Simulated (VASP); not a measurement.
# Al6Cu4HF in VASP: single point with PBEsol

Aim: the single point of Al6Cu4HF with PBEsol.

Program: VASP 6.6.1. These are calculated values, not measurements. Logs are shortened: lines on timing, memory, paths and dates and some standing lists are left out, and cuts for length are marked.

## (1) The cell of the first run

The cell holds a slab with vacuum, 12 atoms: a = 4.828 Å, b = 4.877 Å, c = 25.325 Å, α = 90.00°, β = 90.00°, γ = 119.67°.

## (2) Single point, PBEsol

File INCAR:

```
SYSTEM = Al6Cu4HF
PREC     = Accurate       ! precision mode
ENCUT    = 520            ! plane-wave cutoff, eV
EDIFF    = 1E-6           ! SCF threshold, eV
ISMEAR   = 0              ! smearing method
SIGMA    = 0.1            ! smearing width, eV
LREAL    = .False.        ! projectors in reciprocal space
LASPH    = .True.         ! aspherical terms in the spheres
NELM     = 80             ! most SCF steps
ALGO     = Normal         ! electronic algorithm
ISIF     = 2              ! what is computed and relaxed
LWAVE    = .False.        ! write WAVECAR
LCHARG   = .True.         ! write CHGCAR
LDIPOL   = .True.       
IDIPOL   = 3            
DIPOL    = 0.5 0.5 0.479
GGA      = PS             ! functional
LELF     = .True.         ! ELF
LVHAR    = .True.       
LVACPOTAV= .True.       
NBANDS   = 47             ! bands
```

File KPOINTS:

```
regular mesh
0
Gamma
  7 7 1
  0 0 0
```

File POSCAR:

```
Al6Cu4HF
1.0
    4.8278486177      0.0000000000      0.0000000000
   -2.4139243088      4.2377626288      0.0000000000
    0.0000000000      0.0000000000     25.3248846054
Al Cu F H
6 4 1 1
Direct
    0.7500000000      0.5000000000      0.3356382520
    0.2500000000      0.5000000000      0.3963343618
    0.9117601711      0.8211999549      0.4488885863
    0.5903813779      0.1818148212      0.4484307712
    0.2511206703      0.5034060390      0.5073695765
    0.7487859091      0.4967462851      0.5584926350
    0.7500000000      0.0000000000      0.3659863068
    0.2500000000      0.0000000000      0.3659863068
    0.2538513052      0.0054270942      0.5326482176
    0.7511015161      0.0011426986      0.5324844931
    0.9416475019     -0.3425900800      0.6350330855
    1.1131043366     -0.1564027811      0.6165061540
```

Potentials or basis: VASP PAW PBE potentials, release 64 (Al, Cu, F, H).

Run with:

```console
$ cat potpaw_PBE.64/Al/POTCAR potpaw_PBE.64/Cu/POTCAR potpaw_PBE.64/F/POTCAR potpaw_PBE.64/H/POTCAR > POTCAR
$ mpirun -np 1 vasp_std > vasp.out
```

OUTCAR:

```text
SYSTEM = Al6Cu4HF
   PREC = Accurate
   ENCUT = 520
   EDIFF = 1E-6
   ISMEAR = 0
   LREAL = .False.
   LASPH = .True.
   NELM = 80
   ISIF = 2
   GGA = PS

 ion  position               nearest neighbor table
   1  0.750  0.500  0.336-   7 2.56   7 2.56   8 2.56   8 2.56   2 2.86   2 2.86   4 3.16   3 3.17

   2  0.250  0.500  0.396-   8 2.56   8 2.56   7 2.56   7 2.56   5 2.81   1 2.86   1 2.86   4 3.06
                             4 3.07   3 3.07   3 3.08   3 3.17   4 3.18
   3  0.912  0.821  0.449-   8 2.53   7 2.54  10 2.55   9 2.56   4 2.71   4 2.85   4 2.86   2 3.07
                             2 3.08   6 3.10   5 3.13   5 3.14   2 3.17   1 3.17   5 3.25
   4  0.590  0.182  0.448-   8 2.53   7 2.53   9 2.56  10 2.57   3 2.71   3 2.85   3 2.86   2 3.06
                             2 3.07   6 3.09   5 3.15   5 3.15   1 3.16   2 3.18   5 3.24
   5  0.251  0.503  0.507-  10 2.51   9 2.52   9 2.52  10 2.53   6 2.74   6 2.74   2 2.81   3 3.13
                             3 3.14   4 3.15   4 3.15   4 3.24   3 3.25
   6  0.749  0.497  0.558-  11 2.13   9 2.49  10 2.51  10 2.54   9 2.56   5 2.74   5 2.74   4 3.09
                             3 3.10
   7  0.750  0.000  0.366-   8 2.41   8 2.41   4 2.53   3 2.54   1 2.56   1 2.56   2 2.56   2 2.56

   8  0.250  0.000  0.366-   7 2.41   7 2.41   4 2.53   3 2.53   1 2.56   1 2.56   2 2.56   2 2.56

   9  0.254  0.005  0.533-  10 2.41  10 2.42   6 2.49   5 2.52   5 2.52   6 2.56   4 2.56   3 2.56

  10  0.751  0.001  0.532-   9 2.41   9 2.42   6 2.51   5 2.51   5 2.53   6 2.54   3 2.55   4 2.57

  11  0.942  0.657  0.635-  12 0.99   6 2.13
  12  0.113  0.844  0.617-  11 0.99

  LATTYP: Found a base centered orthorhombic cell.
 ALAT       =     4.8278486177
 B/A-ratio  =     1.7555490921
 C/A-ratio  =     5.2455838223

  Lattice vectors:

 A1 = (   2.4139243088,  -4.2377626288,   0.0000000000)
 A2 = (   2.4139243089,   4.2377626288,   0.0000000000)
 A3 = (   0.0000000000,   0.0000000000,  25.3248846054)

Analysis of symmetry for initial positions (statically):
=====================================================================
 Subroutine PRICEL returns:
 Original cell was already a primitive cell.

 Routine SETGRP: Setting up the symmetry group for a
 base centered orthorhombic supercell.

 Subroutine GETGRP returns: Found  1 space group operations
 (whereof  1 operations were pure point group operations)
 out of a pool of  8 trial point group operations.

The static configuration has the point symmetry C_1 .

Analysis of symmetry for dynamics (positions and initial velocities):
=====================================================================
 Subroutine PRICEL returns:
 Original cell was already a primitive cell.

 Routine SETGRP: Setting up the symmetry group for a
 base centered orthorhombic supercell.

 Subroutine GETGRP returns: Found  1 space group operations
 (whereof  1 operations were pure point group operations)
 out of a pool of  8 trial point group operations.

The dynamic configuration has the point symmetry C_1 .

 Subroutine INISYM returns: Found  1 space group operations
 (whereof  1 operations are pure point group operations),
 and found     1 'primitive' translations

----------------------------------------------------------------------------------------

                                     Primitive cell

  volume of cell :     518.1288

  direct lattice vectors                    reciprocal lattice vectors
     4.827848618  0.000000000  0.000000000     0.207131598  0.117986788  0.000000000
    -2.413924309  4.237762629  0.000000000     0.000000000  0.235973576  0.000000000
     0.000000000  0.000000000 25.324884605     0.000000000  0.000000000  0.039486853

  length of vectors
     4.827848618  4.877054712 25.324884605     0.238378651  0.235973576  0.039486853

  position of ions in fractional coordinates (direct lattice)
     0.750000000  0.500000000  0.335638252
     0.250000000  0.500000000  0.396334362
     0.911760171  0.821199955  0.448888586
     0.590381378  0.181814821  0.448430771
     0.251120670  0.503406039  0.507369576
     0.748785909  0.496746285  0.558492635
     0.750000000  0.000000000  0.365986307
     0.250000000  0.000000000  0.365986307
     0.253851305  0.005427094  0.532648218
     0.751101516  0.001142699  0.532484493
     0.941647502  0.657409920  0.635033085
     0.113104337  0.843597219  0.616506154

  ion indices of the primitive-cell ions
   primitive index   ion index
                 1           1
                 2           2
                 3           3
                 4           4
                 5           5
                 6           6
                 7           7
                 8           8
                 9           9
                10          10
                11          11
                12          12

----------------------------------------------------------------------------------------

 KPOINTS: regular mesh

Automatic generation of k-mesh.
 Grid dimensions read from file:
 generate k-points for:    7    7    1

 Generating k-lattice:

  Cartesian coordinates                     Fractional coordinates (reciprocal lattice)
     0.029590228  0.016855255  0.000000000     0.142857143  0.000000000  0.000000000
     0.000000000  0.033710511  0.000000000     0.000000000  0.142857143  0.000000000
     0.000000000  0.000000000  0.039486853     0.000000000  0.000000000  1.000000000

  Length of vectors
     0.034054093  0.033710511  0.039486853

  Shift w.r.t. Gamma in fractional coordinates (k-lattice)
     0.000000000  0.000000000  0.000000000

 Subroutine IBZKPT returns following result:
 ===========================================

 Found     25 irreducible k-points:

 Following reciprocal coordinates:
            Coordinates               Weight
  0.000000  0.000000  0.000000      1.000000
  0.142857 -0.000000  0.000000      2.000000
  0.142857 -0.142857  0.000000      2.000000
  0.285714  0.000000  0.000000      2.000000
  0.285714 -0.285714  0.000000      2.000000
  0.428571  0.000000  0.000000      2.000000
[... 16 lines left out ...]
  0.428571  0.285714  0.000000      2.000000
  0.000000  0.428571  0.000000      2.000000
   k-points           NKPTS =     25   k-points in BZ     NKDIM =     25   number of bands    NBANDS=     47
   number of dos      NEDOS =    301   number of ions     NIONS =     12
   total plane-waves  NPLWV = 248832
   dimension x,y,z NGX =    36 NGY =   36 NGZ =  192
   dimension x,y,z NGXF=    72 NGYF=   72 NGZF=  384
   ions per type =               6   4   1   1
   NGX,Y,Z   is equivalent  to a cutoff of  12.40, 12.27, 12.60 a.u.
   NGXF,Y,Z  is equivalent  to a cutoff of  24.79, 24.54, 25.21 a.u.
 SYSTEM =  Al6Cu4HF
   PREC   = accura    normal or accurate (medium, high low for compatibility)
   ISTART =      0    job   : 0-new  1-cont  2-samecut
   ICHARG =      2    charge: 1-file 2-atom 10-const
   ISPIN  =      1    spin polarized calculation?
   LNONCOLLINEAR =      F non collinear calculations
   LSORBIT =      F    spin-orbit coupling
   LASPH  =      T    aspherical Exc in radial PAW
   ENCUT  =  520.0 eV  38.22 Ry    6.18 a.u.   8.98  9.07 47.09*2*pi/ulx,y,z
   NELM   =     80;   NELMIN=  2; NELMDL= -5     # of ELM steps
   EDIFF  = 0.1E-05   stopping-criterion for ELM
   LREAL  =      F    real-space projection
   EDIFFG = 0.1E-04   stopping-criterion for IOM
   NSW    =      0    number of steps for IOM
   IBRION =     -1    ionic relax: 0-MD 1-quasi-New 2-CG
   NFREE  =      0    steps in history (QN), initial steepest desc. (CG)
   ISIF   =      2    stress and relaxation
   ISYM   =      2    0-nonsym 1-usesym 2-fastsym
   POTIM  = 0.5000    time-step for ionic-motion
   TEBEG  =    0.0;   TEEND  =   0.0 temperature during run
   PSTRESS=    0.0 pullay stress
   NELECT =      70.0000    total number of electrons
   NUPDOWN=      -1.0000    fix difference up-down
   EMIN   =  10.00;   EMAX   =-10.00  energy-range for DOS
   EFERMI =   0.00;   METHOD = LEGACY
   ISMEAR =     0;   SIGMA  =   0.10  broadening in eV -4-tet -1-fermi 0-gaus
   EFERMI_NEDOS =   21; number of points for ismear=-14 and -15
   IALGO  =     38    algorithm
   IMIX   =      4    mixing-type and parameters
     AMIX     =   0.40;   BMIX     =  1.00
     AMIX_MAG =   1.60;   BMIX_MAG =  1.00
  volume/ion in A,a.u.               =      43.18       291.38
  Fermi-wavevector in a.u.,A,eV,Ry     =   0.840030  1.587427  9.600962  0.705651
  Thomas-Fermi vector in A             =   1.954346
   LORBIT       =      0    0 simple, 1 ext, 2 COOP (PROOUT), +10 PAW based schemes
   GGA     = PS    functional components
   LHFCALC =     F    Hartree Fock is set to
   AEXX    =    0.0000 exact exchange contribution
   IVDW    =     0    specifies the selected vdW correction
   LEPSILON=     F    determine dielectric tensor
   LRPA    =     F    only Hartree local field effects (RPA)
 non-spin polarized calculation
 Gauss-broadening in eV      SIGMA  =   0.10
  energy-cutoff  :      520.00
  volume of cell :      518.13
 maximum number of plane-waves:     14001
   NGX = 17   NGY = 19   NGZ = 95

 dipolmoment           0.000000      0.000000     -0.000461 electrons x Angstroem

 number of electron      69.9999994 magnetization

 dipolmoment           0.000000      0.000000      0.010973 electrons x Angstroem

 Free energy of the ion-electron system (eV)
  ---------------------------------------------------
  ext. energy  EPLUGINS =         0.00000000
  ---------------------------------------------------
  free energy    TOTEN  =       -48.75979448 eV

  energy without entropy =      -48.73567245  energy(sigma->0) =      -48.74773346

 E-fermi :  -0.7826     XC(G=0):  -4.0705

 val. band max:       -0.7881412557   @ k =   0.1429  -0.1429   0.0000
 cond. band min:      -0.7746012569   @ k =   0.2857   0.2857   0.0000
 fundamental gap:      0.0135399989
 Fermi energy:        -0.7826454118

 k-point     1 :       0.0000    0.0000    0.0000
  band No.  band energies     occupation
      1     -27.4818      2.00000
      2     -11.0499      2.00000
      3     -10.8344      2.00000
      4      -9.4364      2.00000
      5      -8.3127      2.00000
      6      -7.4254      2.00000
[... 1189 lines left out ...]
     46       4.4990      0.00000
     47       4.6187      0.00000

 [... further k-points ...]
[... 5 lines left out ...]
  --------------------------------------------------------------------------------------
  -------------------------------------------------------------------------------------
  Total       -1.5791377     -5.1482455     -0.4953025     -0.1884759     -0.0251980      0.0138035
  in kB       -4.8830688    -15.9195974     -1.5315929     -0.5828123     -0.0779183      0.0426835
  external PRESSURE =      -7.4447531 kB  Pullay stress =       0.0000000 kB

 VOLUME and BASIS-vectors are now :
 -----------------------------------------------------------------------------
  energy-cutoff  :      520.00
  volume of cell :      518.13
      direct lattice vectors                 reciprocal lattice vectors
     4.827848618  0.000000000  0.000000000     0.207131598  0.117986788  0.000000000
    -2.413924309  4.237762629  0.000000000     0.000000000  0.235973576  0.000000000
     0.000000000  0.000000000 25.324884605     0.000000000  0.000000000  0.039486853

 POSITION                                       TOTAL-FORCE (eV/Angst)
 -----------------------------------------------------------------------------------
      2.41392      2.11888      8.50000        -0.023395     -0.022670      0.560368
      0.00000      2.11888     10.03712         0.003244      0.010406     -0.178989
      2.41953      3.48005     11.36805         0.000588     -0.009100      0.003368
      2.41138      0.77049     11.35646         0.000476      0.009329      0.000927
     -0.00281      2.13332     12.84908         0.004085      0.000067     -0.024834
      2.41592      2.10509     14.14376        -0.001251     -0.009265      0.005953
      3.62089      0.00000      9.26856         0.006414      0.003414     -0.186637
      1.20696      0.00000      9.26856         0.008485      0.008891     -0.224912
      1.21246      0.02300     13.48925        -0.009067     -0.005721      0.030750
      3.62345      0.00484     13.48511         0.003716      0.001412      0.014811
      2.95919      2.78595     16.08214        -0.077958     -0.159114      0.092010
     -1.49033      3.57496     15.61295         0.084664      0.172353     -0.092814
 -----------------------------------------------------------------------------------
    total drift:                               -0.000517     -0.001067     -0.000811

  FREE ENERGIE OF THE ION-ELECTRON SYSTEM (eV)
  ---------------------------------------------------
  free  energy   TOTEN  =       -48.7597944785 eV

  energy  without entropy=      -48.7356724453  energy(sigma->0) =      -48.74773346

 vacuum level on the upper side and lower side of the slab         3.670         3.573
```

It took 22 min on 1 thread of Intel Xeon Platinum 8488C (Sapphire Rapids), shared host; peak memory 0.87 GiB.

What came out:

- Free energy: -48.7598 eV
- Largest force: 0.561 eV/Å
- Band gap on the k mesh: zero (band 35 reaches -0.18 eV, above the bottom of band 36 at -1.32 eV)

Forces in eV/Å, atoms in the order of the input:
```
Al  -0.023 -0.023  0.560
Al   0.003  0.010 -0.179
Al   0.001 -0.009  0.003
Al   0.000  0.009  0.001
Al   0.004  0.000 -0.025
Al  -0.001 -0.009  0.006
Cu   0.006  0.003 -0.187
Cu   0.008  0.009 -0.225
Cu  -0.009 -0.006  0.031
Cu   0.004  0.001  0.015
F   -0.078 -0.159  0.092
H    0.085  0.172 -0.093
```

Levels at points of the mesh, in eV from the Fermi level:
| k point | band 31 | band 32 | band 33 | band 34 | band 35 | band 36 | band 37 | band 38 | band 39 | band 40 |
| --- | --- | --- | --- | --- | --- | --- | --- | --- | --- | --- |
| (0.00, 0.00, 0.00) | -1.32 | -1.22 | -1.16 | -1.03 | -0.58 | -0.54 | -0.19 | 1.00 | 1.74 | 2.08 |

Caveat: the PAW data sets were made with another functional, which shifts forces and pressure a little. With open d or f shells a metallic result of PBEsol can be an artefact of self-interaction; +U or a hybrid may open a gap.
